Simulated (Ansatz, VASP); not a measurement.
# AlGaN in VASP and in Ansatz

```
Al Ga N
1.0
     3.18546    0.00000    0.00000
    -1.59273    2.75869    0.00000
     0.00000    0.00000    6.38479
Al Ga N
1 1 1
Direct
  0.00000 0.00000 0.50000
  0.33333 0.66667 0.00000
  0.66667 0.33333 0.00000
```

Change from the starting cell: species swapped into the ErNiAs type (P-6m2, No. 187).

Alike in both runs: task relaxation of cell and atoms; functional PBE; k mesh 18 × 18 × 8; occupations gaussian, width 0.1 eV; no spin polarisation.

|  | VASP | Ansatz |
| --- | --- | --- |
| version | VASP 6.6.1 | Ansatz 0.2.0 |
| potentials or method | VASP PAW PBE potentials, release 64 (Al, Ga_d, N), cutoff 600 eV | scalar-relativistic, plane waves, PAW |
| valence electrons in the cell | 21 | 21 |

Ansatz gave:

```
gap on the k mesh at the Fermi level, each at its own relaxed structure (eV) : none
relaxed volume (Å³/atom)                                                     : 18.70
relaxed length of the cell vector where the two differ most in proportion (Å)              : 3.185
```

Q: Estimate VASP's values.

A: gap on the k mesh at the Fermi level, each at its own relaxed structure (eV): none; relaxed volume (Å³/atom): 18.66; relaxed length of the cell vector where the two differ most in proportion (Å): 3.182.

A gap of «none» marks a metal or a gap that the smearing closes.
